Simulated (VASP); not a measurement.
Wanted: the native input for a VASP 6.6.1 run.

```yaml
Task: single point
Functional: PBE
Potentials_or_basis: VASP PAW PBE potentials, release 64 (Be, Te)
Cutoff: 520 eV
k_mesh: 4 × 4 × 8
Occupations: gaussian, width 0.1 eV
Spin: no spin polarisation
Dipole_correction: no
Further_INCAR_settings: ALGO = Normal; EDIFF = 1e-06; NBANDS = 28
```

The structure of BeTe6 lies in POSCAR:

```
BeTe6
1.0
    7.5040464204      0.0000000000      0.0000000000
    0.0000000000      7.5040464204      0.0000000000
    0.0000000000      0.0000000000      4.5205266073
Be Te
1 6
Direct
    0.5000000000      0.5000000000      0.0000000000
    0.6865328438      0.6865328438      0.6765849364
    0.3134671562      0.3134671562      0.6765849364
    0.6865328438      0.3134671562      0.3234150636
    0.3134671562      0.6865328438      0.3234150636
    0.5000000000      0.0000000000      0.0000000000
    0.0000000000      0.5000000000      0.0000000000
```

These files were run (other wordings do the same):

INCAR

```
SYSTEM = BeTe6
PREC     = Accurate       ! precision mode
ENCUT    = 520            ! plane-wave cutoff, eV
EDIFF    = 1E-6           ! SCF threshold, eV
ISMEAR   = 0              ! smearing method
SIGMA    = 0.1            ! smearing width, eV
LREAL    = .FALSE.        ! projectors in reciprocal space
LASPH    = .TRUE.         ! aspherical terms in the spheres
NELM     = 100            ! most SCF steps
ALGO     = Normal         ! electronic algorithm
ISIF     = 2              ! what is computed and relaxed
LWAVE    = .FALSE.        ! write WAVECAR
LCHARG   = .FALSE.        ! write CHGCAR
GGA      = PE             ! functional
NBANDS   = 28             ! bands
```

KPOINTS

```
Automatic mesh
0
G
  4 4 8
  0 0 0
```

Potentials or basis: VASP PAW PBE potentials, release 64 (Be, Te).

Run with:

```sh
$ cat potpaw_PBE.64/Be/POTCAR potpaw_PBE.64/Te/POTCAR > POTCAR
$ mpirun -np 1 vasp_std > vasp.out
```

Results of the run:

```yaml
Pressure: 0.0 GPa
Largest_force: 0.012 eV/Å
Band_gap_on_the_k_mesh: zero (band 19 reaches 4.44 eV, above the bottom of band 20 at 3.88 eV)
```

Caveat: spin-orbit coupling is left out, which moves the levels of the heavy elements.

Run time: 120 s on 1 thread of AMD EPYC 9R45 96-Core Processor (Zen 5), with other jobs on the host, peak memory 0.39 GiB.
